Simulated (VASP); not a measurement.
# H in VASP: notebook, part 2 of 2

VASP 6.6.1.

## Step 4: Single point, PBE+D3(BJ)

INCAR reads:

```
ALGO = Normal
EDIFF = 1E-6
ENCUT = 400
GGA = PE
GGA_COMPAT = False
ISIF = 2
ISMEAR = -1
IVDW = 12
LASPH = True
LCHARG = False
LREAL = False
LWAVE = False
NBANDS = 22
NELM = 120
PREC = Accurate
SIGMA = 0.05
```

KPOINTS reads:

```
k-points
0
Gamma
  1 1 1
```

POSCAR reads:

```
H
1.0
    6.2144650000      0.0000000000      0.0000000000
    0.0000000000      6.2144650000      0.0000000000
    0.0000000000      0.0000000000      6.2144650000
H
16
Direct
    0.6185085925      0.7947586800      0.4072756062
    0.6579488339      0.8731242352      0.4772414037
    1.0288898562      0.6131662178      0.1458854463
    1.0281818306      0.7256940058      0.1052705261
    0.6522524465      0.3876278972      0.9386487815
    0.6866238687      0.3329490149      1.0339747669
    0.0337438541      0.2809895944     -0.1799511301
    0.1546070338      0.2969523523     -0.1465934718
    0.3082968526      0.1745122066      0.3209608550
    0.1922289368      0.2193270056      0.3439395024
    0.5095209322      0.7167310460     -0.0166386004
    0.4014343954      0.7248089739      0.0257302921
   -0.3595321560      0.9114380723      0.8217601998
   -0.3319513426      0.9960793085      0.7365074870
    0.2615671663      0.6774999940      0.6620038893
    0.1873693069      0.7609826429      0.6475215485
```

Potentials or basis: VASP PAW PBE potentials, release 64 (H).

The run is started by

```
$ cat potpaw_PBE.64/H/POTCAR > POTCAR
$ mpirun -np 1 vasp_gam > vasp.out
```

OUTCAR:

```text
EDIFF = 1E-6
   ENCUT = 400
   GGA = PE
   ISIF = 2
   ISMEAR = -1
   IVDW = 12
   LASPH = True
   LREAL = False
   NELM = 120
   PREC = Accurate
 IVDW          = 12

 ion  position               nearest neighbor table
   1  0.619  0.795  0.407-   2 0.70
   2  0.658  0.873  0.477-   1 0.70
   3  0.029  0.613  0.146-   4 0.74
   4  0.028  0.726  0.105-   3 0.74
   5  0.652  0.388  0.939-   6 0.72
   6  0.687  0.333  0.034-   5 0.72
[... 8 lines left out ...]
  15  0.262  0.677  0.662-  16 0.70
  16  0.187  0.761  0.648-  15 0.70

  LATTYP: Found a simple cubic cell.
 ALAT       =     6.2144650000

  Lattice vectors:

 A1 = (   6.2144650000,   0.0000000000,   0.0000000000)
 A2 = (   0.0000000000,   6.2144650000,   0.0000000000)
 A3 = (   0.0000000000,   0.0000000000,   6.2144650000)

Analysis of symmetry for initial positions (statically):
=====================================================================
 Subroutine PRICEL returns:
 Original cell was already a primitive cell.

 Routine SETGRP: Setting up the symmetry group for a
 simple cubic supercell.

 Subroutine GETGRP returns: Found  1 space group operations
 (whereof  1 operations were pure point group operations)
 out of a pool of 48 trial point group operations.

The static configuration has the point symmetry C_1 .

Analysis of symmetry for dynamics (positions and initial velocities):
=====================================================================
 Subroutine PRICEL returns:
 Original cell was already a primitive cell.

 Routine SETGRP: Setting up the symmetry group for a
 simple cubic supercell.
[... 126 lines left out ...]
   IALGO  =     38    algorithm
   IMIX   =      4    mixing-type and parameters
     AMIX     =   0.40;   BMIX     =  1.00
     AMIX_MAG =   1.60;   BMIX_MAG =  1.00
  volume/ion in A,a.u.               =      15.00       101.22
  Fermi-wavevector in a.u.,A,eV,Ry     =   0.663811  1.254421  5.995339  0.440645
  Thomas-Fermi vector in A             =   1.737305
   LORBIT       =      0    0 simple, 1 ext, 2 COOP (PROOUT), +10 PAW based schemes
   GGA     = PE    functional components
   LHFCALC =     F    Hartree Fock is set to
   AEXX    =    0.0000 exact exchange contribution
   IVDW    =    12    specifies the selected vdW correction
   LEPSILON=     F    determine dielectric tensor
   LRPA    =     F    only Hartree local field effects (RPA)
 non-spin polarized calculation
  energy-cutoff  :      400.00
  volume of cell :      240.00
 maximum number of plane-waves:      2193
 NGX is ok and might be reduce to    42
   NGX = 21   NGY = 21   NGZ = 21

 number of electron      16.0000001 magnetization

 Free energy of the ion-electron system (eV)
  ---------------------------------------------------
  ext. energy  EPLUGINS =         0.00000000
  ---------------------------------------------------
  free energy    TOTEN  =       -53.58298769 eV

  energy without entropy =      -53.58298769  energy(sigma->0) =      -53.58298769

 E-fermi :  -7.0459     XC(G=0):  -4.6361

 val. band max:       -8.2564449418   @ k =   0.0000   0.0000   0.0000
 cond. band min:       0.6690875547   @ k =   0.0000   0.0000   0.0000
 fundamental gap:      8.9255324965
 Fermi energy:        -7.0458704201

 k-point     1 :       0.0000    0.0000    0.0000
  band No.  band energies     occupation
      1     -10.8912      2.00000
      2      -9.7603      2.00000
      3      -9.4441      2.00000
      4      -9.3048      2.00000
      5      -9.1023      2.00000
      6      -8.9234      2.00000
[... 12 lines left out ...]
     19       4.3131      0.00000
     20       4.4220      0.00000
 [bands above 20 left out]

------------------------ aborting loop because EDIFF is reached ----------------------------------------

 Edisp (eV)   -0.23734

 E8    (eV) :    -0.0417

  FORCE on cell =-STRESS in cart. coord.  units (eV):
  Direction    XX          YY          ZZ          XY          YZ          ZX
  --------------------------------------------------------------------------------------
  -------------------------------------------------------------------------------------
  Total      -0.26129     1.15062     1.60472    -0.29253     0.38714     0.24832
  in kB      -1.74433     7.68125    10.71268    -1.95288     2.58447     1.65770
  external pressure =        5.55 kB  Pullay stress =        0.00 kB

 VOLUME and BASIS-vectors are now :
 -----------------------------------------------------------------------------
  energy-cutoff  :      400.00
  volume of cell :      240.00
      direct lattice vectors                 reciprocal lattice vectors
     6.214465000  0.000000000  0.000000000     0.160914898  0.000000000  0.000000000
     0.000000000  6.214465000  0.000000000     0.000000000  0.160914898  0.000000000
     0.000000000  0.000000000  6.214465000     0.000000000  0.000000000  0.160914898

 POSITION                                       TOTAL-FORCE (eV/Angst)
 -----------------------------------------------------------------------------------
      3.84370      4.93900      2.53100        -0.744074     -1.509086     -1.509595
      4.08880      5.42600      2.96580         0.718969      1.341283      1.084422
      0.17954      3.81050      0.90660        -0.027738     -0.175337      0.078442
      0.17513      4.50980      0.65420        -0.041000      0.190968     -0.037401
      4.05340      2.40890      5.83320        -0.372395      0.578619     -1.004157
      4.26700      2.06910      0.21113         0.376477     -0.602581      1.056437
[... 8 lines left out ...]
      1.62550      4.21030      4.11400         1.254730     -1.436808      0.215918
      1.16440      4.72910      4.02400        -1.297948      1.442779     -0.295696
 -----------------------------------------------------------------------------------
    total drift:                               -0.000381      0.000475     -0.000031

  FREE ENERGIE OF THE ION-ELECTRON SYSTEM (eV)
  ---------------------------------------------------
  free  energy   TOTEN  =       -53.8203278113 eV

  energy  without entropy=      -53.8203278112  energy(sigma->0) =      -53.82032781
```

stdout:

```text
POSCAR found type information on POSCAR H
 POSCAR found :  1 types and      16 ions
 scaLAPACK will be used
 LDA part: xc-table for (Slater+PW92), standard interpolation
 POSCAR, INCAR and KPOINTS ok, starting setup
 FFT: planning ... GRIDC
 FFT: planning ... GRID_SOFT
 FFT: planning ... GRID
 WAVECAR not read
 entering main loop
```

It took 14 s on 1 thread of AMD EPYC 9R45 (Zen 5), shared host; peak memory 0.2 GiB.

What came out:

```
Free energy                : -53.8203 eV
Pressure                   : 0.6 GPa
Largest force              : 2.261 eV/Å
Band gap on the k mesh     : 8.93 eV
Dispersion energy per atom : -0.015 eV
```

Forces on the atoms (eV/Å):
```
H   -0.744 -1.509 -1.510
H    0.719  1.341  1.084
H   -0.028 -0.175  0.078
H   -0.041  0.191 -0.037
H   -0.372  0.579 -1.004
H    0.376 -0.603  1.056
H    1.071  0.127  0.283
H   -1.064 -0.160 -0.315
H   -0.954  0.361  0.191
H    0.989 -0.379 -0.188
H    0.838 -0.108 -0.225
H   -0.877  0.045  0.426
H    0.172  0.537 -0.318
H   -0.042 -0.253  0.557
H    1.255 -1.437  0.216
H   -1.298  1.443 -0.296
```

Caveat: the k points lie up to 1.01 Å⁻¹ apart.

## Step 5: Single point, PBE+D3(BJ)

INCAR reads:

```
PREC = Accurate
ENCUT = 400
EDIFF = 1E-6
ISMEAR = -1
SIGMA = 0.05
LREAL = False
LASPH = True
NELM = 120
ALGO = Normal
ISIF = 2
LWAVE = False
LCHARG = True
GGA = PE
IVDW = 12
LELF = True
LVHAR = True
NBANDS = 22
GGA_COMPAT = False
```

KPOINTS reads:

```
regular mesh
0
Gamma
  1 1 1
```

POSCAR reads:

```
H
1.0
    6.2144650000      0.0000000000      0.0000000000
    0.0000000000      6.2144650000      0.0000000000
    0.0000000000      0.0000000000      6.2144650000
H
16
Direct
    0.6569994360      0.7007200137      0.4056825487
    0.6857227452      0.7828992520      0.4767425675
    1.0613463910      0.6647555341     -0.0823240617
    0.9773166314      0.6789482280      0.0009493979
    0.7148322502      0.3927932654      1.0291634115
    0.7879841628      0.4154822660      1.1148988690
   -0.0029447426      0.2676980239     -0.3296985340
    0.1091163922      0.2673761941     -0.2694198133
    0.2340829017      0.1467543867      0.2499169277
    0.3276388233      0.0846412362      0.2975960119
    0.4191833086      0.6390252419      0.0860251043
    0.4248957875      0.6612958638      0.1999689434
   -0.3448084429      1.0744770467      0.9221710960
   -0.3822855226      1.0076490897      1.0195246091
    0.1370834014      0.8821193779      0.6212441457
    0.2235429759      0.8200384104      0.5810636957
```

The run is started by

```
$ cat potpaw_PBE.64/H/POTCAR > POTCAR
$ mpirun -np 1 vasp_gam > vasp.out
```

It took 15 s on 1 thread of AMD EPYC 9R45 (Zen 5), shared host; peak memory 0.2 GiB.

The run converged. Its results:

- Free energy: -53.9067 eV
- Pressure: 0.6 GPa
- Largest force: 2.127 eV/Å
- Band gap on the k mesh: 9.10 eV
- Dispersion energy per atom: -0.015 eV

Forces in eV/Å, atoms in the order of the input:
```
H   -0.454 -1.508 -1.263
H    0.582  1.528  1.361
H    0.205  0.016 -0.189
H   -0.169  0.082  0.181
H   -0.810 -0.244 -0.862
H    0.807  0.247  0.978
H    1.040  0.025  0.566
H   -1.072  0.014 -0.565
H    0.230 -0.128  0.101
H   -0.240  0.184 -0.129
H   -0.099 -0.177 -0.961
H   -0.035  0.170  0.875
H   -0.191 -0.445  0.473
H    0.159  0.276 -0.565
H   -1.182  0.853  0.567
H    1.228 -0.893 -0.571
```

Stress tensor (GPa, compression positive):
```
 0.08  0.12 -0.08
 0.12  0.86  0.96
-0.08  0.96  0.71
```

Levels at points of the mesh, in eV from the valence-band top:
| k point | band 6 | band 7 | band 8 | band 9 | band 10 | band 11 |
| --- | --- | --- | --- | --- | --- | --- |
| (0.00, 0.00, 0.00) | -0.33 | -0.17 | 0.00 | 9.10 | 9.62 | 9.90 |

Caveat: the k points lie up to 1.01 Å⁻¹ apart.
